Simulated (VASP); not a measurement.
Wanted: the native input for a VASP 6.6.1 run.

```
Task                   : single point
Functional             : PBE
Potentials or basis    : VASP PAW PBE potentials, release 64 (Hf_pv, N)
Cutoff                 : 600 eV
k mesh                 : 10 × 10 × 10
Occupations            : gaussian, width 0.026 eV
Spin                   : no spin polarisation
Dipole correction      : no
Further INCAR settings : ALGO = Normal; EDIFF = 1e-06; NBANDS = 14
```

The structure of HfN lies in POSCAR:

```
HfN
1.0
    0.0000000000      2.2560000000      2.2560000000
    2.2560000000      0.0000000000      2.2560000000
    2.2560000000      2.2560000000      0.0000000000
Hf N
1 1
Direct
    0.0000000000      0.0000000000      0.0000000000
    0.5000000000      0.5000000000      0.5000000000
```

The input as run:

INCAR

```
PREC     = Accurate       # precision mode
ENCUT    = 600            # plane-wave cutoff, eV
EDIFF    = 1E-6           # SCF threshold, eV
ISMEAR   = 0              # smearing method
SIGMA    = 0.026000000000000002 # smearing width, eV
LREAL    = False          # projectors in reciprocal space
LASPH    = True           # aspherical terms in the spheres
NELM     = 120            # most SCF steps
ALGO     = Normal         # electronic algorithm
ISIF     = 2              # what is computed and relaxed
LWAVE    = False          # write WAVECAR
LCHARG   = False          # write CHGCAR
GGA      = PE             # functional
NBANDS   = 14             # bands
GGA_COMPAT= False
```

KPOINTS

```
regular mesh
0
Gamma
  10 10 10
```

Potentials or basis: VASP PAW PBE potentials, release 64 (Hf_pv, N).

Command:

```console
$ cat potpaw_PBE.64/Hf_pv/POTCAR potpaw_PBE.64/N/POTCAR > POTCAR
$ mpirun -np 1 vasp_std > vasp.out
```

It gave:

| Property | Result |
| --- | --- |
| Pressure | 4.1 GPa |
| Band gap on the k mesh | zero (an odd number of electrons rules out a gap without spin polarisation) |

Caveat: the cell stands under pressure; spin-orbit coupling is left out, which moves the levels of the heavy elements.

Wall time 10 s on 1 thread of Intel(R) Xeon(R) 6975P-C (Granite Rapids), with other jobs on the host, peak memory 0.17 GiB.
